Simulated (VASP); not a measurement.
# Al8H in VASP: a series of runs, part 2 of 2

VASP 6.6.1. Earlier steps stand in the parts before.

### 5 Overview

```csv
cell,gap on the mesh (eV),largest force (eV/Å)
"as given, atomic positions A",none,1.43
"as given, atomic positions B",none,0.69
"as given, atomic positions C",none,1.26
```

Alike in all rows: task single point; level PBE; potentials or basis VASP PAW PBE potentials, release 64 (Al, H); no spin polarisation; k mesh 5 × 4 × 1; cutoff (eV) 520; smearing gaussian 0.1 eV.

Total energies depend on the potentials used, so only differences within one code and one set of settings carry meaning.
